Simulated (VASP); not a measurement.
# Y (Pm-3m) in VASP: notebook, part 2 of 3

VASP 6.6.1.

**3. Single point, BLYP (volume scaled by 0.96)**

The input, INCAR:

```
PREC = Accurate
ENCUT = 520
EDIFF = 1E-6
ISMEAR = -1
SIGMA = 0.1
LREAL = F
LASPH = T
NELM = 100
ALGO = Normal
ISIF = 2
LWAVE = F
LCHARG = F
GGA = B5
ALDAX = 1.0
AGGAX = 1.0
AGGAC = 1.0
ALDAC = 0.0
NBANDS = 12
```

The input, KPOINTS:

```
regular mesh
0
Gamma
  11 11 11
```

The input, POSCAR:

```
Y
1.0
    3.2775558837      0.0000000000      0.0000000000
    0.0000000000      3.2775558837      0.0000000000
    0.0000000000      0.0000000000      3.2775558837
Y
1
Direct
    0.0000000000      0.0000000000      0.0000000000
```

Potentials or basis: VASP PAW PBE potentials, release 64 (Y_sv).

Started as:

```
$ cat potpaw_PBE.64/Y_sv/POTCAR > POTCAR
$ mpirun -np 1 vasp_std > vasp.out
```

OUTCAR:

```text
PREC = Accurate
   ENCUT = 520
   EDIFF = 1E-6
   ISMEAR = -1
   LREAL = F
   LASPH = T
   NELM = 100
   ISIF = 2
   GGA = B5

 ion  position               nearest neighbor table
   1  0.000  0.000  0.000-

  LATTYP: Found a simple cubic cell.
 ALAT       =     3.2775558837

  Lattice vectors:

 A1 = (   3.2775558837,   0.0000000000,   0.0000000000)
 A2 = (   0.0000000000,   3.2775558837,   0.0000000000)
 A3 = (   0.0000000000,   0.0000000000,   3.2775558837)

Analysis of symmetry for initial positions (statically):
=====================================================================
 Subroutine PRICEL returns:
 Original cell was already a primitive cell.

 Routine SETGRP: Setting up the symmetry group for a
 simple cubic supercell.

 Subroutine GETGRP returns: Found 48 space group operations
 (whereof 48 operations were pure point group operations)
 out of a pool of 48 trial point group operations.

The static configuration has the point symmetry O_h .

Analysis of symmetry for dynamics (positions and initial velocities):
=====================================================================
 Subroutine PRICEL returns:
 Original cell was already a primitive cell.

 Routine SETGRP: Setting up the symmetry group for a
 simple cubic supercell.

 Subroutine GETGRP returns: Found 48 space group operations
 (whereof 48 operations were pure point group operations)
 out of a pool of 48 trial point group operations.

The dynamic configuration has the point symmetry O_h .

 Subroutine INISYM returns: Found 48 space group operations
 (whereof 48 operations are pure point group operations),
 and found     1 'primitive' translations

----------------------------------------------------------------------------------------

                                     Primitive cell

  volume of cell :      35.2087

  direct lattice vectors                    reciprocal lattice vectors
     3.277555884  0.000000000  0.000000000     0.305105400  0.000000000  0.000000000
     0.000000000  3.277555884  0.000000000     0.000000000  0.305105400  0.000000000
     0.000000000  0.000000000  3.277555884     0.000000000  0.000000000  0.305105400

  length of vectors
     3.277555884  3.277555884  3.277555884     0.305105400  0.305105400  0.305105400

  position of ions in fractional coordinates (direct lattice)
     0.000000000  0.000000000  0.000000000

  ion indices of the primitive-cell ions
   primitive index   ion index
                 1           1

----------------------------------------------------------------------------------------

 KPOINTS: regular mesh

Automatic generation of k-mesh.
 Grid dimensions read from file:
 generate k-points for:   11   11   11

 Generating k-lattice:

  Cartesian coordinates                     Fractional coordinates (reciprocal lattice)
     0.027736855  0.000000000  0.000000000     0.090909091  0.000000000  0.000000000
     0.000000000  0.027736855  0.000000000     0.000000000  0.090909091  0.000000000
     0.000000000  0.000000000  0.027736855     0.000000000  0.000000000  0.090909091

  Length of vectors
     0.027736855  0.027736855  0.027736855

  Shift w.r.t. Gamma in fractional coordinates (k-lattice)
     0.000000000  0.000000000  0.000000000

 Subroutine IBZKPT returns following result:
 ===========================================

 Found     56 irreducible k-points:

 Following reciprocal coordinates:
            Coordinates               Weight
  0.000000  0.000000  0.000000      1.000000
  0.090909  0.000000  0.000000      6.000000
  0.181818  0.000000  0.000000      6.000000
  0.272727  0.000000  0.000000      6.000000
  0.363636  0.000000  0.000000      6.000000
  0.454545  0.000000  0.000000      6.000000
[... 16 lines left out ...]
  0.181818  0.090909  0.090909     24.000000
  0.272727  0.090909  0.090909     24.000000
 [... further k-points ...]
   k-points           NKPTS =     56   k-points in BZ     NKDIM =     56   number of bands    NBANDS=     12
   number of dos      NEDOS =    301   number of ions     NIONS =      1
   total plane-waves  NPLWV =  13824
   dimension x,y,z NGX =    24 NGY =   24 NGZ =   24
   dimension x,y,z NGXF=    48 NGYF=   48 NGZF=   48
   ions per type =               1
   NGX,Y,Z   is equivalent  to a cutoff of  12.17, 12.17, 12.17 a.u.
   NGXF,Y,Z  is equivalent  to a cutoff of  24.35, 24.35, 24.35 a.u.
 SYSTEM =  unknown system
   PREC   = accura    normal or accurate (medium, high low for compatibility)
   ISTART =      0    job   : 0-new  1-cont  2-samecut
   ICHARG =      2    charge: 1-file 2-atom 10-const
   ISPIN  =      1    spin polarized calculation?
   LNONCOLLINEAR =      F non collinear calculations
   LSORBIT =      F    spin-orbit coupling
   LASPH  =      T    aspherical Exc in radial PAW
   ENCUT  =  520.0 eV  38.22 Ry    6.18 a.u.   6.09  6.09  6.09*2*pi/ulx,y,z
   NELM   =    100;   NELMIN=  2; NELMDL= -5     # of ELM steps
   EDIFF  = 0.1E-05   stopping-criterion for ELM
   LREAL  =      F    real-space projection
   EDIFFG = 0.1E-04   stopping-criterion for IOM
   NSW    =      0    number of steps for IOM
   IBRION =     -1    ionic relax: 0-MD 1-quasi-New 2-CG
   NFREE  =      0    steps in history (QN), initial steepest desc. (CG)
   ISIF   =      2    stress and relaxation
   ISYM   =      2    0-nonsym 1-usesym 2-fastsym
   POTIM  = 0.5000    time-step for ionic-motion
   TEBEG  =    0.0;   TEEND  =   0.0 temperature during run
   PSTRESS=    0.0 pullay stress
   NELECT =      11.0000    total number of electrons
   NUPDOWN=      -1.0000    fix difference up-down
   EMIN   =  10.00;   EMAX   =-10.00  energy-range for DOS
   EFERMI =   0.00;   METHOD = LEGACY
   ISMEAR =    -1;   SIGMA  =   0.10  broadening in eV -4-tet -1-fermi 0-gaus
   EFERMI_NEDOS =   21; number of points for ismear=-14 and -15
   IALGO  =     38    algorithm
   IMIX   =      4    mixing-type and parameters
     AMIX     =   0.40;   BMIX     =  1.00
     AMIX_MAG =   1.60;   BMIX_MAG =  1.00
  volume/ion in A,a.u.               =      35.21       237.60
  Fermi-wavevector in a.u.,A,eV,Ry     =   1.110851  2.099203 16.789438  1.233989
  Thomas-Fermi vector in A             =   2.247407
   LORBIT       =      0    0 simple, 1 ext, 2 COOP (PROOUT), +10 PAW based schemes
   GGA     = B5    functional components
   LHFCALC =     F    Hartree Fock is set to
   AEXX    =    0.0000 exact exchange contribution
   IVDW    =     0    specifies the selected vdW correction
   LEPSILON=     F    determine dielectric tensor
   LRPA    =     F    only Hartree local field effects (RPA)
 non-spin polarized calculation
  energy-cutoff  :      520.00
  volume of cell :       35.21
 maximum number of plane-waves:       962
   NGX = 13   NGY = 13   NGZ = 13

 number of electron      10.9999998 magnetization

 Free energy of the ion-electron system (eV)
  ---------------------------------------------------
  ext. energy  EPLUGINS =         0.00000000
  ---------------------------------------------------
  free energy    TOTEN  =        -4.78309916 eV

  energy without entropy =       -4.70182034  energy(sigma->0) =       -4.74245975

 E-fermi :   3.1154     XC(G=0):  -8.5689

 val. band max:        3.1136486450   @ k =   0.3636   0.1818   0.0000
 cond. band min:       3.1225566727   @ k =   0.2727   0.1818   0.0000
 fundamental gap:      0.0089080277
 Fermi energy:         3.1154015285

 k-point     1 :       0.0000    0.0000    0.0000
  band No.  band energies     occupation
      1     -39.8053      2.00000
      2     -19.5453      2.00000
      3     -19.5453      2.00000
      4     -19.5453      2.00000
      5      -1.2041      2.00000
      6       2.4879      1.99624
      7       2.4879      1.99624
      8       8.1269      0.00000
      9       8.1269      0.00000
     10       8.1269      0.00000
     11      13.2494      0.00000
     12      13.2494      0.00000

 k-point     2 :       0.0909    0.0000    0.0000
  band No.  band energies     occupation
      1     -39.8002      2.00000
      2     -19.6024      2.00000
      3     -19.5405      2.00000
      4     -19.5405      2.00000
      5      -1.0452      2.00000
      6       2.5347      1.99401
      7       2.6268      1.98501
      8       7.8394      0.00000
      9       7.8394      0.00000
     10       8.1457      0.00000
     11      12.4936      0.00000
     12      13.6237      0.00000
[... 316 lines left out ...]
 k-point    24 :       0.2727    0.0909    0.0909
  band No.  band energies     occupation
      1     -39.7583      2.00000
      2     -19.9310      2.00000
      3     -19.5637      2.00000
      4     -19.5583      2.00000
      5       0.3257      2.00000
      6       3.0851      1.15020
      7       3.5196      0.03453
      8       6.2489      0.00000
      9       6.3160      0.00000
     10       7.7491      0.00000
     11      10.8621      0.00000
     12      14.5404      0.00000

 [... further k-points ...]
[... 5 lines left out ...]
  --------------------------------------------------------------------------------------
  -------------------------------------------------------------------------------------
  Total        0.1988571      0.1988571      0.1988571     -0.0000000     -0.0000000     -0.0000000
  in kB        9.0490145      9.0490145      9.0490145     -0.0000000     -0.0000000     -0.0000000
  external PRESSURE =       9.0490145 kB  Pullay stress =       0.0000000 kB

 VOLUME and BASIS-vectors are now :
 -----------------------------------------------------------------------------
  energy-cutoff  :      520.00
  volume of cell :       35.21
      direct lattice vectors                 reciprocal lattice vectors
     3.277555884  0.000000000  0.000000000     0.305105400  0.000000000  0.000000000
     0.000000000  3.277555884  0.000000000     0.000000000  0.305105400  0.000000000
     0.000000000  0.000000000  3.277555884     0.000000000  0.000000000  0.305105400

 POSITION                                       TOTAL-FORCE (eV/Angst)
 -----------------------------------------------------------------------------------
      0.00000      0.00000      0.00000         0.000000      0.000000      0.000000
 -----------------------------------------------------------------------------------
    total drift:                                0.000000      0.000000      0.000000

  FREE ENERGIE OF THE ION-ELECTRON SYSTEM (eV)
  ---------------------------------------------------
  free  energy   TOTEN  =        -4.7830991559 eV

  energy  without entropy=       -4.7018203429  energy(sigma->0) =       -4.74245975
```

OSZICAR:

```text
N       E                     dE             d eps       ncg     rms          rms(c)
DAV:   1     0.265612201452E+02    0.26561E+02   -0.55201E+03  1352   0.813E+02
DAV:   2    -0.342708733380E+01   -0.29988E+02   -0.29074E+02  1624   0.165E+02
DAV:   3    -0.491593201813E+01   -0.14888E+01   -0.14408E+01  1968   0.221E+01
DAV:   4    -0.494922429863E+01   -0.33292E-01   -0.33247E-01  1536   0.345E+00
DAV:   5    -0.494996036079E+01   -0.73606E-03   -0.73600E-03  1828   0.389E-01    0.180E+01
DAV:   6    -0.479989982967E+01    0.15006E+00   -0.18593E-01  1472   0.267E+00    0.106E+01
DAV:   7    -0.478534731520E+01    0.14553E-01   -0.20009E-01  1720   0.277E+00    0.890E-01
DAV:   8    -0.478329814984E+01    0.20492E-02   -0.30505E-02  1528   0.128E+00    0.255E-01
DAV:   9    -0.478310800265E+01    0.19015E-03   -0.11887E-03  1556   0.287E-01    0.155E-01
DAV:  10    -0.478309782373E+01    0.10179E-04   -0.53559E-05  1984   0.608E-02    0.125E-02
DAV:  11    -0.478309880485E+01   -0.98112E-06   -0.23560E-05  1572   0.324E-02    0.233E-02
DAV:  12    -0.478309915586E+01   -0.35102E-06   -0.26515E-06  1528   0.134E-02
   1 F= -.47830992E+01 E0= -.47424597E+01  d E =-.812788E-01
```

Run time: 11 s. Hardware: 1 thread of Intel Xeon 6975P-C (Granite Rapids), shared host; peak memory 0.16 GiB.

Results:

```
Free energy : -4.7831 eV
Pressure    : 0.9 GPa
```

Caveat: the PAW data sets were made with another functional, which shifts forces and pressure a little.

(Continued in part 3 of 3.)
